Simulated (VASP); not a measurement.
# CuSn3 (I4/mmm) in VASP: a series of runs

CuSn3 is run at these levels: r2SCAN; tasks: single point.

All numbers are computed with VASP 6.6.1; they aren't measurements. Logs are shortened: lines on timing, memory, paths and dates and some standing lists are left out, and cuts for length are marked.

## Step 1: The cell of the first run

Symmetry: I4/mmm, No. 139, tetragonal system. The conventional cell has a = 4.539 Å, b = 4.539 Å, c = 9.870 Å, α = 90.00°, β = 90.00°, γ = 90.00°. Within 4.2 Å of Sn (site symmetry 4/mmm) lie 4 Cu at 3.21 Å and 8 Sn at 3.35 Å. Sn (site symmetry -4m2) has 8 Sn at 3.21 to 3.35 Å and 4 Cu at 3.35 Å within 4.2 Å. Cu (site symmetry 4/mmm) has 12 Sn at 3.21 to 3.35 Å within 4.2 Å.

## Step 2: Single point, r2SCAN

POSCAR reads:

```
CuSn3
1.0
   -2.2693787881      2.2693787881      4.9347995608
    2.2693787881     -2.2693787881      4.9347995608
    2.2693787881      2.2693787881     -4.9347995608
Sn Cu
3 1
Direct
    0.5000000000      0.5000000000      0.0000000000
    0.2500000000      0.7500000000      0.5000000000
    0.7500000000      0.2500000000      0.5000000000
    0.0000000000      0.0000000000      0.0000000000
```

INCAR.step1 reads:

```
PREC = Accurate ; ENCUT = 520
ISMEAR = -1 ; SIGMA = 0.05
LREAL = False ; LASPH = True
NELM = 80 ; NBANDS = 34
GGA = PE ; ALGO = Normal
EDIFF = 1E-4 ; LWAVE = True
LCHARG = False
```

INCAR.step2 reads:

```
PREC = Accurate ; ENCUT = 520
EDIFF = 1E-6 ; ISMEAR = -1
SIGMA = 0.05 ; LREAL = False
LASPH = True ; NELM = 80
ALGO = Normal ; ISIF = 2
LWAVE = False ; LCHARG = False
METAGGA = R2SCAN ; LMIXTAU = True
NBANDS = 34 ; ISTART = 1
```

KPOINTS reads:

```
regular mesh
0
Gamma
  8 8 8
```

Potentials or basis: VASP PAW PBE potentials, release 64 (Sn_d, Cu).

Run with:

```
> cat potpaw_PBE.64/Sn_d/POTCAR potpaw_PBE.64/Cu/POTCAR > POTCAR
> cp INCAR.step1 INCAR
> mpirun -np 1 vasp_std > vasp.out
> cp INCAR.step2 INCAR
> mpirun -np 1 vasp_std > vasp.out
```

OUTCAR:

```text
PREC = Accurate
   ENCUT = 520
   EDIFF = 1E-6
   ISMEAR = -1
   LREAL = False
   LASPH = True
   NELM = 80
   ISIF = 2
   METAGGA = R2SCAN
   ISTART = 1

 ion  position               nearest neighbor table
   1  0.500  0.500  0.000-   4 3.21   4 3.21   4 3.21   4 3.21   3 3.35   2 3.35   3 3.35   3 3.35
                             2 3.35   2 3.35   3 3.35   2 3.35
   2  0.250  0.750  0.500-   3 3.21   3 3.21   3 3.21   3 3.21   1 3.35   1 3.35   1 3.35   1 3.35

   3  0.750  0.250  0.500-   2 3.21   2 3.21   2 3.21   2 3.21   1 3.35   1 3.35   1 3.35   1 3.35

   4  0.000  0.000  0.000-   1 3.21   1 3.21   1 3.21   1 3.21

  LATTYP: Found a body centered tetragonal cell.
 ALAT       =     4.5387575762
 C/A-ratio  =     2.1745155928

  Lattice vectors:

 A1 = (  -2.2693787881,   2.2693787881,   4.9347995608)
 A2 = (   2.2693787881,  -2.2693787881,   4.9347995608)
 A3 = (   2.2693787881,   2.2693787881,  -4.9347995608)

Analysis of symmetry for initial positions (statically):
=====================================================================
 Subroutine PRICEL returns:
 Original cell was already a primitive cell.

 Routine SETGRP: Setting up the symmetry group for a
 body centered tetragonal supercell.

 Subroutine GETGRP returns: Found 16 space group operations
 (whereof 16 operations were pure point group operations)
 out of a pool of 16 trial point group operations.

The static configuration has the point symmetry D_4h.

Analysis of symmetry for dynamics (positions and initial velocities):
=====================================================================
 Subroutine PRICEL returns:
 Original cell was already a primitive cell.

 Routine SETGRP: Setting up the symmetry group for a
 body centered tetragonal supercell.

 Subroutine GETGRP returns: Found 16 space group operations
 (whereof 16 operations were pure point group operations)
 out of a pool of 16 trial point group operations.

The dynamic configuration has the point symmetry D_4h.

 Subroutine INISYM returns: Found 16 space group operations
 (whereof 16 operations are pure point group operations),
 and found     1 'primitive' translations

----------------------------------------------------------------------------------------

                                     Primitive cell

  volume of cell :     101.6585

  direct lattice vectors                    reciprocal lattice vectors
    -2.269378788  2.269378788  4.934799561     0.000000000  0.220324612  0.101321238
     2.269378788 -2.269378788  4.934799561     0.220324612  0.000000000  0.101321238
     2.269378788  2.269378788 -4.934799561     0.220324612  0.220324612  0.000000000

  length of vectors
     5.886629500  5.886629500  5.886629500     0.242505521  0.242505521  0.311586054

  position of ions in fractional coordinates (direct lattice)
     0.500000000  0.500000000  0.000000000
     0.250000000  0.750000000  0.500000000
     0.750000000  0.250000000  0.500000000
     0.000000000  0.000000000  0.000000000

  ion indices of the primitive-cell ions
   primitive index   ion index
                 1           1
                 2           2
                 3           3
                 4           4

----------------------------------------------------------------------------------------

 KPOINTS: regular mesh

Automatic generation of k-mesh.
 Grid dimensions read from file:
 generate k-points for:    8    8    8

 Generating k-lattice:

  Cartesian coordinates                     Fractional coordinates (reciprocal lattice)
     0.000000000  0.027540576  0.012665155     0.125000000  0.000000000  0.000000000
     0.027540576  0.000000000  0.012665155     0.000000000  0.125000000  0.000000000
     0.027540576  0.027540576  0.000000000     0.000000000  0.000000000  0.125000000

  Length of vectors
     0.030313190  0.030313190  0.038948257

  Shift w.r.t. Gamma in fractional coordinates (k-lattice)
     0.000000000  0.000000000  0.000000000

 Subroutine IBZKPT returns following result:
 ===========================================

 Found     59 irreducible k-points:

 Following reciprocal coordinates:
            Coordinates               Weight
  0.000000  0.000000  0.000000      1.000000
  0.125000  0.000000  0.000000      8.000000
  0.250000  0.000000  0.000000      8.000000
  0.375000  0.000000 -0.000000      8.000000
  0.500000  0.000000  0.000000      4.000000
  0.125000  0.125000  0.000000      8.000000
[... 16 lines left out ...]
  0.250000  0.125000  0.125000     16.000000
  0.375000  0.125000  0.125000      8.000000
 [... further k-points ...]
   k-points           NKPTS =     59   k-points in BZ     NKDIM =     59   number of bands    NBANDS=     34
   number of dos      NEDOS =    301   number of ions     NIONS =      4
   total plane-waves  NPLWV = 110592
   dimension x,y,z NGX =    48 NGY =   48 NGZ =   48
   dimension x,y,z NGXF=    96 NGYF=   96 NGZF=   96
   ions per type =               3   1
   NGX,Y,Z   is equivalent  to a cutoff of  13.56, 13.56, 13.56 a.u.
   NGXF,Y,Z  is equivalent  to a cutoff of  27.11, 27.11, 27.11 a.u.
 SYSTEM =  unknown system
   PREC   = accura    normal or accurate (medium, high low for compatibility)
   ISTART =      1    job   : 0-new  1-cont  2-samecut
   ICHARG =      0    charge: 1-file 2-atom 10-const
   ISPIN  =      1    spin polarized calculation?
   LNONCOLLINEAR =      F non collinear calculations
   LSORBIT =      F    spin-orbit coupling
   LASPH  =      T    aspherical Exc in radial PAW
   ENCUT  =  520.0 eV  38.22 Ry    6.18 a.u.  10.95 10.95 10.95*2*pi/ulx,y,z
   NELM   =     80;   NELMIN=  2; NELMDL=  0     # of ELM steps
   EDIFF  = 0.1E-05   stopping-criterion for ELM
   LREAL  =      F    real-space projection
   EDIFFG = 0.1E-04   stopping-criterion for IOM
   NSW    =      0    number of steps for IOM
   IBRION =     -1    ionic relax: 0-MD 1-quasi-New 2-CG
   NFREE  =      0    steps in history (QN), initial steepest desc. (CG)
   ISIF   =      2    stress and relaxation
   ISYM   =      2    0-nonsym 1-usesym 2-fastsym
   POTIM  = 0.5000    time-step for ionic-motion
   TEBEG  =    0.0;   TEEND  =   0.0 temperature during run
   PSTRESS=    0.0 pullay stress
   NELECT =      53.0000    total number of electrons
   NUPDOWN=      -1.0000    fix difference up-down
   EMIN   =  10.00;   EMAX   =-10.00  energy-range for DOS
   EFERMI =   0.00;   METHOD = LEGACY
   ISMEAR =    -1;   SIGMA  =   0.05  broadening in eV -4-tet -1-fermi 0-gaus
   EFERMI_NEDOS =   21; number of points for ismear=-14 and -15
   IALGO  =     38    algorithm
   IMIX   =      4    mixing-type and parameters
     AMIX     =   0.40;   BMIX     =  1.00
     AMIX_MAG =   1.60;   BMIX_MAG =  1.00
  volume/ion in A,a.u.               =      25.41       171.51
  Fermi-wavevector in a.u.,A,eV,Ry     =   1.317606  2.489915 23.620885  1.736086
  Thomas-Fermi vector in A             =   2.447635
   LORBIT       =      0    0 simple, 1 ext, 2 COOP (PROOUT), +10 PAW based schemes
   METAGGA = R2SCAN    functional components
   LHFCALC =     F    Hartree Fock is set to
   AEXX    =    0.0000 exact exchange contribution
   IVDW    =     0    specifies the selected vdW correction
   LEPSILON=     F    determine dielectric tensor
   LRPA    =     F    only Hartree local field effects (RPA)
 non-spin polarized calculation
  energy-cutoff  :      520.00
  volume of cell :      101.66
 maximum number of plane-waves:      2762
 NGX is ok and might be reduce to    48
   NGX = 21   NGY = 21   NGZ = 21

 number of electron      53.0000011 magnetization

 Free energy of the ion-electron system (eV)
  ---------------------------------------------------
  ext. energy  EPLUGINS =         0.00000000
  ---------------------------------------------------
  free energy    TOTEN  =       -83.41798706 eV

  energy without entropy =      -83.40049226  energy(sigma->0) =      -83.40923966

 E-fermi :   7.0203     XC(G=0): -11.1101

 val. band max:        7.0197488166   @ k =   0.3750   0.1250   0.1250
 cond. band min:       7.0416322035   @ k =   0.5000   0.0000   0.0000
 fundamental gap:      0.0218833868
 Fermi energy:         7.0203312473

 k-point     1 :       0.0000    0.0000    0.0000
  band No.  band energies     occupation
      1     -15.3261      2.00000
      2     -15.2210      2.00000
      3     -15.2150      2.00000
      4     -15.1701      2.00000
      5     -15.1700      2.00000
      6     -15.1656      2.00000
[... 26 lines left out ...]
     33      11.5998      0.00000
     34      14.9509      0.00000

 k-point     2 :       0.1250    0.0000    0.0000
  band No.  band energies     occupation
      1     -15.3127      2.00000
      2     -15.2180      2.00000
      3     -15.2087      2.00000
      4     -15.1832      2.00000
      5     -15.1797      2.00000
      6     -15.1531      2.00000
[... 26 lines left out ...]
     33      11.0846      0.00000
     34      15.9878      0.00000

 k-point     3 :       0.2500    0.0000    0.0000
  band No.  band energies     occupation
      1     -15.2744      2.00000
      2     -15.2128      2.00000
      3     -15.1964      2.00000
      4     -15.1903      2.00000
      5     -15.1753      2.00000
      6     -15.1415      2.00000
[... 26 lines left out ...]
     33      11.7318      0.00000
     34      14.3687      0.00000
[... 704 lines left out ...]
 k-point    23 :       0.2500    0.1250    0.1250
  band No.  band energies     occupation
      1     -15.2456      2.00000
      2     -15.2104      2.00000
      3     -15.1843      2.00000
      4     -15.1757      2.00000
      5     -15.1609      2.00000
      6     -15.1511      2.00000
[... 26 lines left out ...]
     33      12.7485      0.00000
     34      13.6465      0.00000

 k-point    24 :       0.3750    0.1250    0.1250
  band No.  band energies     occupation
      1     -15.2171      2.00000
      2     -15.2127      2.00000
      3     -15.2025      2.00000
      4     -15.1937      2.00000
      5     -15.1544      2.00000
      6     -15.1430      2.00000
[... 26 lines left out ...]
     33      12.9751      0.00000
     34      13.8377      0.00000

 [... further k-points ...]

------------------------ aborting loop because EDIFF is reached ----------------------------------------

  FORCE on cell =-STRESS in cart. coord.  units (eV):
  Direction    XX          YY          ZZ          XY          YZ          ZX
  --------------------------------------------------------------------------------------
  -------------------------------------------------------------------------------------
  Total       -2.7531477     -2.7531477     -2.6392658      0.0000000     -0.0000000      0.0000000
  in kB      -43.3906954    -43.3906954    -41.5958712      0.0000000     -0.0000000      0.0000000
  external PRESSURE =     -42.7924206 kB  Pullay stress =       0.0000000 kB

 VOLUME and BASIS-vectors are now :
 -----------------------------------------------------------------------------
  energy-cutoff  :      520.00
  volume of cell :      101.66
      direct lattice vectors                 reciprocal lattice vectors
    -2.269378788  2.269378788  4.934799561     0.000000000  0.220324612  0.101321238
     2.269378788 -2.269378788  4.934799561     0.220324612  0.000000000  0.101321238
     2.269378788  2.269378788 -4.934799561     0.220324612  0.220324612  0.000000000

 POSITION                                       TOTAL-FORCE (eV/Angst)
 -----------------------------------------------------------------------------------
      0.00000      0.00000      4.93480        -0.000000     -0.000000      0.000000
      2.26938      0.00000      2.46740        -0.000000      0.000000     -0.000000
      0.00000      2.26938      2.46740         0.000000     -0.000000      0.000000
      0.00000      0.00000      0.00000        -0.000000     -0.000000      0.000000
 -----------------------------------------------------------------------------------
    total drift:                                0.000000     -0.000000      0.000000

  FREE ENERGIE OF THE ION-ELECTRON SYSTEM (eV)
  ---------------------------------------------------
  free  energy   TOTEN  =       -83.4179870573 eV

  energy  without entropy=      -83.4004922624  energy(sigma->0) =      -83.40923966
```

It took 18 min on 1 thread of Intel Xeon Platinum 8375C at 2.90GHz (Ice Lake), shared host; peak memory 0.45 GiB.

What came out:

```
Free energy : -83.4180 eV
Pressure    : -4.3 GPa
```

Caveat: the PAW data sets were made with another functional, which shifts forces and pressure a little; spin-orbit coupling is left out, which moves the levels of the heavy elements.

## Step 3: Single point, r2SCAN

This run uses another cell than the first one, of 25.90 Å³/atom, 1.019 times its volume.

POSCAR reads:

```
CuSn3
1.0
   -2.2838338198      2.2838338198      4.9662322526
    2.2838338198     -2.2838338198      4.9662322526
    2.2838338198      2.2838338198     -4.9662322526
Sn Cu
3 1
Direct
    0.5000000000      0.5000000000      0.0000000000
    0.2500000000      0.7500000000      0.5000000000
    0.7500000000      0.2500000000      0.5000000000
    0.0000000000      0.0000000000      0.0000000000
```

INCAR.step1 reads:

```
PREC = Accurate ; ENCUT = 520
ISMEAR = -1 ; SIGMA = 0.05
LREAL = F ; LASPH = T
NELM = 80 ; NBANDS = 34
GGA = PE ; ALGO = Normal
EDIFF = 1E-4 ; LWAVE = T
LCHARG = F
```

INCAR.step2 reads:

```
PREC = Accurate ; ENCUT = 520
EDIFF = 1E-6 ; ISMEAR = -1
SIGMA = 0.05 ; LREAL = F
LASPH = T ; NELM = 80
ALGO = Normal ; ISIF = 2
LWAVE = F ; LCHARG = T
METAGGA = R2SCAN ; LMIXTAU = T
LELF = T ; LVHAR = T
NBANDS = 34 ; ISTART = 1
```

KPOINTS is that of step 2.

Potentials or basis: VASP PAW PBE potentials, release 64 (Sn_d, Cu).

Run with:

```
> cat potpaw_PBE.64/Sn_d/POTCAR potpaw_PBE.64/Cu/POTCAR > POTCAR
> cp INCAR.step1 INCAR
> mpirun -np 1 vasp_std > vasp.out
> cp INCAR.step2 INCAR
> mpirun -np 1 vasp_std > vasp.out
```

It took 31 min on 1 thread of Oxide Virtual Turin-like, shared host; peak memory 0.43 GiB.

Results (log left out):

```yaml
Free_energy: -83.3623 eV
Pressure: -5.0 GPa
```

Stress tensor (GPa, compression positive):
```
-5.01  0.00  0.00
 0.00 -5.01  0.00
 0.00  0.00 -4.89
```

Levels at points of the mesh, in eV from the Fermi level:
| k point | band 23 | band 24 | band 25 | band 26 | band 27 | band 28 | band 29 | band 30 |
| --- | --- | --- | --- | --- | --- | --- | --- | --- |
| (0.00, 0.00, 0.00) | -2.32 | -2.04 | -1.09 | -1.09 | -0.15 | -0.15 | 0.66 | 1.48 |
| (0.50, 0.00, 0.00) | -2.25 | -1.98 | -0.16 | 0.02 | 0.07 | 0.21 | 2.15 | 2.66 |
| (0.50, 0.50, 0.00) | -2.24 | -2.19 | -2.11 | -2.02 | 0.30 | 0.80 | 0.96 | 1.34 |
| (0.50, 0.50, 0.50) | -2.33 | -2.32 | -2.07 | -0.74 | 2.74 | 2.74 | 2.82 | 2.82 |

Caveat: the PAW data sets were made with another functional, which shifts forces and pressure a little; spin-orbit coupling is left out, which moves the levels of the heavy elements.
